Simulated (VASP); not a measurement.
# BeCd2O3 (Cmmm) in VASP: a series of runs

The runs below take BeCd2O3 through single point, with PBEsol.

Everything below comes from runs of VASP 6.6.1. Logs are shortened: lines on timing, memory, paths and dates and some standing lists are left out, and cuts for length are marked.

**1. The cell of the first run**

Symmetry: Cmmm, No. 65, orthorhombic system. The conventional cell has a = 5.711 Å, b = 7.687 Å, c = 3.614 Å, α = 90.00°, β = 90.00°, γ = 90.00°. Within 1.9 Å of Be (site symmetry mmm) lie 2 O at 1.43 Å. Within 3.1 Å of Cd (site symmetry 2/m) lie 6 O at 2.35 to 2.39 Å and 2 Cd at 2.86 Å and 4 Be at 3.00 Å. Within 1.9 Å of O (site symmetry m2m) lie 1 Be at 1.43 Å. O (site symmetry mmm) has 4 Cd at 2.39 Å and 4 O at 3.01 Å within 3.2 Å.

**2. Single point, PBEsol**

The input, INCAR:

```
  PREC = Accurate
  ENCUT = 520
  EDIFF = 1E-7
  ISMEAR = -1
  SIGMA = 0.03
  LREAL = False
  LASPH = True
  NELM = 60
  ALGO = Normal
  ISIF = 2
  LWAVE = False
  LCHARG = False
  GGA = PS
  NBANDS = 31
```

The input, KPOINTS:

```
Automatic mesh
0
Gamma
  6 6 6
```

The input, POSCAR:

```
BeCd2O3
1.0
    2.8556184644     -3.8434960573      0.0000000000
    2.8556184644      3.8434960573      0.0000000000
    0.0000000000      0.0000000000      3.6137928917
Be Cd O
1 2 3
Direct
    0.5000000000      0.5000000000      0.0000000000
    0.0000000000      0.5000000000      0.5000000000
    0.5000000000      0.0000000000      0.5000000000
    0.3139366901      0.6860633099      0.0000000000
    0.6860633099      0.3139366901      0.0000000000
    0.0000000000      0.0000000000      0.5000000000
```

Potentials or basis: VASP PAW PBE potentials, release 64 (Be, Cd, O).

On the command line:

```bash
$ cat potpaw_PBE.64/Be/POTCAR potpaw_PBE.64/Cd/POTCAR potpaw_PBE.64/O/POTCAR > POTCAR
$ mpirun -np 1 vasp_std > vasp.out
```

OUTCAR:

```text
PREC = Accurate
   ENCUT = 520
   EDIFF = 1E-7
   ISMEAR = -1
   LREAL = False
   LASPH = True
   NELM = 60
   ISIF = 2
   GGA = PS

 ion  position               nearest neighbor table
   1  0.500  0.500  0.000-   4 1.43   5 1.43   2 3.00   3 3.00   2 3.00   3 3.00   3 3.00   3 3.00
                             2 3.00   2 3.00
   2  0.000  0.500  0.500-   4 2.35   5 2.35   4 2.35   5 2.35   6 2.39   6 2.39   3 2.86   3 2.86
                             1 3.00   1 3.00   1 3.00   1 3.00
   3  0.500  0.000  0.500-   4 2.35   5 2.35   4 2.35   5 2.35   6 2.39   6 2.39   2 2.86   2 2.86
                             1 3.00   1 3.00   1 3.00   1 3.00
   4  0.314  0.686  0.000-   1 1.43   2 2.35   3 2.35   2 2.35   3 2.35
   5  0.686  0.314  0.000-   1 1.43   2 2.35   3 2.35   2 2.35   3 2.35
   6  0.000  0.000  0.500-   2 2.39   3 2.39   2 2.39   3 2.39

  LATTYP: Found a base centered orthorhombic cell.
 ALAT       =     5.7112369288
 B/A-ratio  =     1.3459417304
 C/A-ratio  =     0.6327513526

  Lattice vectors:

 A1 = (   2.8556184644,  -3.8434960573,   0.0000000000)
 A2 = (   2.8556184644,   3.8434960573,   0.0000000000)
 A3 = (   0.0000000000,   0.0000000000,   3.6137928917)

Analysis of symmetry for initial positions (statically):
=====================================================================
 Subroutine PRICEL returns:
 Original cell was already a primitive cell.

 Routine SETGRP: Setting up the symmetry group for a
 base centered orthorhombic supercell.

 Subroutine GETGRP returns: Found  8 space group operations
 (whereof  8 operations were pure point group operations)
 out of a pool of  8 trial point group operations.

The static configuration has the point symmetry D_2h.

Analysis of symmetry for dynamics (positions and initial velocities):
=====================================================================
 Subroutine PRICEL returns:
 Original cell was already a primitive cell.

 Routine SETGRP: Setting up the symmetry group for a
 base centered orthorhombic supercell.

 Subroutine GETGRP returns: Found  8 space group operations
 (whereof  8 operations were pure point group operations)
 out of a pool of  8 trial point group operations.

The dynamic configuration has the point symmetry D_2h.

 Subroutine INISYM returns: Found  8 space group operations
 (whereof  8 operations are pure point group operations),
 and found     1 'primitive' translations

----------------------------------------------------------------------------------------

                                     Primitive cell

  volume of cell :      79.3268

  direct lattice vectors                    reciprocal lattice vectors
     2.855618464 -3.843496057  0.000000000     0.175093419 -0.130089895  0.000000000
     2.855618464  3.843496057  0.000000000     0.175093419  0.130089895  0.000000000
     0.000000000  0.000000000  3.613792892     0.000000000  0.000000000  0.276717573

  length of vectors
     4.788216657  4.788216657  3.613792892     0.218130892  0.218130892  0.276717573

  position of ions in fractional coordinates (direct lattice)
     0.500000000  0.500000000  0.000000000
     0.000000000  0.500000000  0.500000000
     0.500000000  0.000000000  0.500000000
     0.313936690  0.686063310  0.000000000
     0.686063310  0.313936690  0.000000000
     0.000000000  0.000000000  0.500000000

  ion indices of the primitive-cell ions
   primitive index   ion index
                 1           1
                 2           2
                 3           3
                 4           4
                 5           5
                 6           6

----------------------------------------------------------------------------------------

 KPOINTS: Automatic mesh

Automatic generation of k-mesh.
 Grid dimensions read from file:
 generate k-points for:    6    6    6

 Generating k-lattice:

  Cartesian coordinates                     Fractional coordinates (reciprocal lattice)
     0.029182236 -0.021681649  0.000000000     0.166666667  0.000000000  0.000000000
     0.029182236  0.021681649  0.000000000     0.000000000  0.166666667  0.000000000
     0.000000000  0.000000000  0.046119596     0.000000000  0.000000000  0.166666667

  Length of vectors
     0.036355149  0.036355149  0.046119596

  Shift w.r.t. Gamma in fractional coordinates (k-lattice)
     0.000000000  0.000000000  0.000000000

 Subroutine IBZKPT returns following result:
 ===========================================

 Found     52 irreducible k-points:

 Following reciprocal coordinates:
            Coordinates               Weight
  0.000000  0.000000  0.000000      1.000000
  0.166667  0.000000  0.000000      4.000000
  0.333333  0.000000  0.000000      4.000000
  0.500000  0.000000  0.000000      2.000000
  0.166667  0.166667  0.000000      2.000000
  0.333333  0.166667  0.000000      4.000000
[... 16 lines left out ...]
  0.333333  0.333333  0.166667      4.000000
  0.500000  0.333333  0.166667      8.000000
 [... further k-points ...]
   k-points           NKPTS =     52   k-points in BZ     NKDIM =     52   number of bands    NBANDS=     31
   number of dos      NEDOS =    301   number of ions     NIONS =      6
   total plane-waves  NPLWV =  36288
   dimension x,y,z NGX =    36 NGY =   36 NGZ =   28
   dimension x,y,z NGXF=    72 NGYF=   72 NGZF=   56
   ions per type =               1   2   3
   NGX,Y,Z   is equivalent  to a cutoff of  12.50, 12.50, 12.88 a.u.
   NGXF,Y,Z  is equivalent  to a cutoff of  25.00, 25.00, 25.76 a.u.
 SYSTEM =  unknown system
   PREC   = accura    normal or accurate (medium, high low for compatibility)
   ISTART =      0    job   : 0-new  1-cont  2-samecut
   ICHARG =      2    charge: 1-file 2-atom 10-const
   ISPIN  =      1    spin polarized calculation?
   LNONCOLLINEAR =      F non collinear calculations
   LSORBIT =      F    spin-orbit coupling
   LASPH  =      T    aspherical Exc in radial PAW
   ENCUT  =  520.0 eV  38.22 Ry    6.18 a.u.   8.90  8.90  6.72*2*pi/ulx,y,z
   NELM   =     60;   NELMIN=  2; NELMDL= -5     # of ELM steps
   EDIFF  = 0.1E-06   stopping-criterion for ELM
   LREAL  =      F    real-space projection
   EDIFFG = 0.1E-05   stopping-criterion for IOM
   NSW    =      0    number of steps for IOM
   IBRION =     -1    ionic relax: 0-MD 1-quasi-New 2-CG
   NFREE  =      0    steps in history (QN), initial steepest desc. (CG)
   ISIF   =      2    stress and relaxation
   ISYM   =      2    0-nonsym 1-usesym 2-fastsym
   POTIM  = 0.5000    time-step for ionic-motion
   TEBEG  =    0.0;   TEEND  =   0.0 temperature during run
   PSTRESS=    0.0 pullay stress
   NELECT =      44.0000    total number of electrons
   NUPDOWN=      -1.0000    fix difference up-down
   EMIN   =  10.00;   EMAX   =-10.00  energy-range for DOS
   EFERMI =   0.00;   METHOD = LEGACY
   ISMEAR =    -1;   SIGMA  =   0.03  broadening in eV -4-tet -1-fermi 0-gaus
   EFERMI_NEDOS =   21; number of points for ismear=-14 and -15
   IALGO  =     38    algorithm
   IMIX   =      4    mixing-type and parameters
     AMIX     =   0.40;   BMIX     =  1.00
     AMIX_MAG =   1.60;   BMIX_MAG =  1.00
  volume/ion in A,a.u.               =      13.22        89.22
  Fermi-wavevector in a.u.,A,eV,Ry     =   1.345093  2.541858 24.616697  1.809276
  Thomas-Fermi vector in A             =   2.473034
   LORBIT       =      0    0 simple, 1 ext, 2 COOP (PROOUT), +10 PAW based schemes
   GGA     = PS    functional components
   LHFCALC =     F    Hartree Fock is set to
   AEXX    =    0.0000 exact exchange contribution
   IVDW    =     0    specifies the selected vdW correction
   LEPSILON=     F    determine dielectric tensor
   LRPA    =     F    only Hartree local field effects (RPA)
 non-spin polarized calculation
  energy-cutoff  :      520.00
  volume of cell :       79.33
 maximum number of plane-waves:      2164
   NGX = 17   NGY = 17   NGZ = 13

 number of electron      43.9999985 magnetization

 Free energy of the ion-electron system (eV)
  ---------------------------------------------------
  ext. energy  EPLUGINS =         0.00000000
  ---------------------------------------------------
  free energy    TOTEN  =       -28.37346820 eV

  energy without entropy =      -28.36943022  energy(sigma->0) =      -28.37144921

 E-fermi :   1.6713     XC(G=0): -10.7049

 val. band max:        1.6658764742   @ k =   0.5000   0.3333   0.0000
 cond. band min:       1.6842069258   @ k =  -0.1667   0.1667   0.0000
 fundamental gap:      0.0183304516
 Fermi energy:         1.6713363366

 k-point     1 :       0.0000    0.0000    0.0000
  band No.  band energies     occupation
      1     -17.0230      2.00000
      2     -16.6998      2.00000
      3     -14.1353      2.00000
      4      -6.8920      2.00000
      5      -6.6876      2.00000
      6      -6.4603      2.00000
[... 23 lines left out ...]
     30      11.7680      0.00000
     31      13.1118      0.00000

 k-point     2 :       0.1667    0.0000    0.0000
  band No.  band energies     occupation
      1     -17.0033      2.00000
      2     -16.7153      2.00000
      3     -14.1143      2.00000
      4      -6.8284      2.00000
      5      -6.5997      2.00000
      6      -6.4117      2.00000
[... 23 lines left out ...]
     30      11.8566      0.00000
     31      12.9727      0.00000

 k-point     3 :       0.3333    0.0000    0.0000
  band No.  band energies     occupation
      1     -16.9563      2.00000
      2     -16.7542      2.00000
      3     -14.0717      2.00000
      4      -6.6430      2.00000
      5      -6.3632      2.00000
      6      -6.2880      2.00000
[... 23 lines left out ...]
     30      12.1860      0.00000
     31      12.8465      0.00000

 k-point     4 :       0.5000    0.0000    0.0000
  band No.  band energies     occupation
      1     -16.9242      2.00000
      2     -16.7818      2.00000
      3     -14.0498      2.00000
      4      -6.3928      2.00000
      5      -6.3018      2.00000
      6      -6.2039      2.00000
[... 635 lines left out ...]
     30      11.8089      0.00000
     31      11.9558      0.00000

 k-point    23 :       0.3333    0.3333    0.1667
  band No.  band energies     occupation
      1     -16.9777      2.00000
      2     -16.6690      2.00000
      3     -13.9852      2.00000
      4      -6.6448      2.00000
      5      -6.4168      2.00000
      6      -6.2351      2.00000
[... 23 lines left out ...]
     30      12.0095      0.00000
     31      12.2690      0.00000

 k-point    24 :       0.5000    0.3333    0.1667
  band No.  band energies     occupation
      1     -17.0331      2.00000
      2     -16.6052      2.00000
      3     -13.9595      2.00000
      4      -6.7454      2.00000
      5      -6.6889      2.00000
      6      -6.3529      2.00000
[... 23 lines left out ...]
     30      12.0164      0.00000
     31      12.2645      0.00000

 [... further k-points ...]
[... 5 lines left out ...]
  --------------------------------------------------------------------------------------
  -------------------------------------------------------------------------------------
  Total        0.5461687      0.1908564      0.4522854      0.0000000      0.0000000      0.0000000
  in kB       11.0310666      3.8547604      9.1348897      0.0000000      0.0000000      0.0000000
  external PRESSURE =       8.0069056 kB  Pullay stress =       0.0000000 kB

 VOLUME and BASIS-vectors are now :
 -----------------------------------------------------------------------------
  energy-cutoff  :      520.00
  volume of cell :       79.33
      direct lattice vectors                 reciprocal lattice vectors
     2.855618464 -3.843496057  0.000000000     0.175093419 -0.130089895  0.000000000
     2.855618464  3.843496057  0.000000000     0.175093419  0.130089895  0.000000000
     0.000000000  0.000000000  3.613792892     0.000000000  0.000000000  0.276717573

 POSITION                                       TOTAL-FORCE (eV/Angst)
 -----------------------------------------------------------------------------------
      2.85562      0.00000      0.00000        -0.000000     -0.000000     -0.000000
      1.42781      1.92175      1.80690        -0.000000     -0.000000     -0.000000
      1.42781     -1.92175      1.80690         0.000000     -0.000000     -0.000000
      2.85562      1.43027      0.00000        -0.000000     -0.090592      0.000000
      2.85562     -1.43027      0.00000        -0.000000      0.090592     -0.000000
      0.00000      0.00000      1.80690        -0.000000      0.000000     -0.000000
 -----------------------------------------------------------------------------------
    total drift:                                0.000000      0.000000      0.000000

  FREE ENERGIE OF THE ION-ELECTRON SYSTEM (eV)
  ---------------------------------------------------
  free  energy   TOTEN  =       -28.3734682012 eV

  energy  without entropy=      -28.3694302216  energy(sigma->0) =      -28.37144921
```

It took 2.1 min on 1 thread of Intel Xeon Platinum 8175M at 2.50GHz (Skylake/Cascade Lake), shared host; peak memory 0.24 GiB.

Results:

* Free energy: -28.3735 eV
* Pressure: 0.8 GPa
* Largest force: 0.091 eV/Å
* Band gap on the k mesh: zero (band 22 reaches 1.69 eV, above the bottom of band 23 at 1.53 eV)

Forces on the atoms (eV/Å):
```
Be   0.000  0.000  0.000
Cd   0.000  0.000  0.000
Cd   0.000  0.000  0.000
O    0.000 -0.091  0.000
O    0.000  0.091  0.000
O    0.000  0.000  0.000
```

Levels at points of the mesh, in eV from the Fermi level:
```
           k point  band 20  band 21  band 22  band 23  band 24  band 25
(0.00, 0.00, 0.00)    -1.81    -1.49    -1.09    -0.15     5.18     5.30
(0.50, 0.00, 0.00)    -1.73    -1.41    -0.07     2.17     2.31     4.48
(0.50, 0.50, 0.00)    -1.72    -0.58     0.02     1.29     3.33     5.80
(0.00, 0.00, 0.50)    -1.99    -1.91    -1.14     3.45     3.96     5.01
(0.50, 0.00, 0.50)    -1.90    -0.83    -0.65     3.17     3.89     5.63
(0.50, 0.50, 0.50)    -1.48    -0.50    -0.27     2.49     4.69     5.78
```

Caveat: the PAW data sets were made with another functional, which shifts forces and pressure a little.

**3. Single point, PBEsol**

The input, INCAR:

```
  PREC = Accurate
  ENCUT = 600
  EDIFF = 1E-6
  ISMEAR = -1
  SIGMA = 0.03
  LREAL = False
  LASPH = True
  NELM = 120
  ALGO = Normal
  ISIF = 2
  LWAVE = False
  LCHARG = False
  GGA = PS
  NBANDS = 39
  GGA_COMPAT = False
```

KPOINTS is that of step 2.

POSCAR is that of step 2.

Potentials or basis: VASP PAW PBE potentials, release 64 (Be, Cd_sv_GW, O).

On the command line:

```bash
$ cat potpaw_PBE.64/Be/POTCAR potpaw_PBE.64/Cd_sv_GW/POTCAR potpaw_PBE.64/O/POTCAR > POTCAR
$ mpirun -np 1 vasp_std > vasp.out
```

Wall time 98 s (1 thread of Intel Xeon 6975P-C (Granite Rapids), shared host); peak memory 0.35 GiB.

Results (log left out):

- Free energy: -28.6030 eV
- Pressure: -0.6 GPa
- Largest force: 0.054 eV/Å
- Band gap on the k mesh: zero (band 30 reaches 3.63 eV, above the bottom of band 31 at 3.45 eV)

Forces on the atoms (eV/Å):
```
Be   0.000  0.000  0.000
Cd   0.000  0.000  0.000
Cd   0.000  0.000  0.000
O    0.000 -0.054  0.000
O    0.000  0.054  0.000
O    0.000  0.000  0.000
```

Stress tensor (GPa, compression positive):
```
-0.54  0.00  0.00
 0.00 -0.75  0.00
 0.00  0.00 -0.57
```

Levels at points of the mesh, in eV from the Fermi level:
| k point | band 28 | band 29 | band 30 | band 31 | band 32 | band 33 |
| --- | --- | --- | --- | --- | --- | --- |
| (0.00, 0.00, 0.00) | -1.82 | -1.49 | -1.08 | -0.15 | 5.18 | 5.28 |
| (0.50, 0.00, 0.00) | -1.73 | -1.41 | -0.07 | 2.18 | 2.31 | 4.48 |
| (0.50, 0.50, 0.00) | -1.72 | -0.58 | 0.02 | 1.30 | 3.34 | 5.79 |
| (0.00, 0.00, 0.50) | -2.01 | -1.91 | -1.14 | 3.45 | 3.97 | 5.01 |
| (0.50, 0.00, 0.50) | -1.91 | -0.83 | -0.66 | 3.16 | 3.87 | 5.62 |
| (0.50, 0.50, 0.50) | -1.48 | -0.50 | -0.27 | 2.47 | 4.70 | 5.79 |

Caveat: the PAW data sets were made with another functional, which shifts forces and pressure a little.
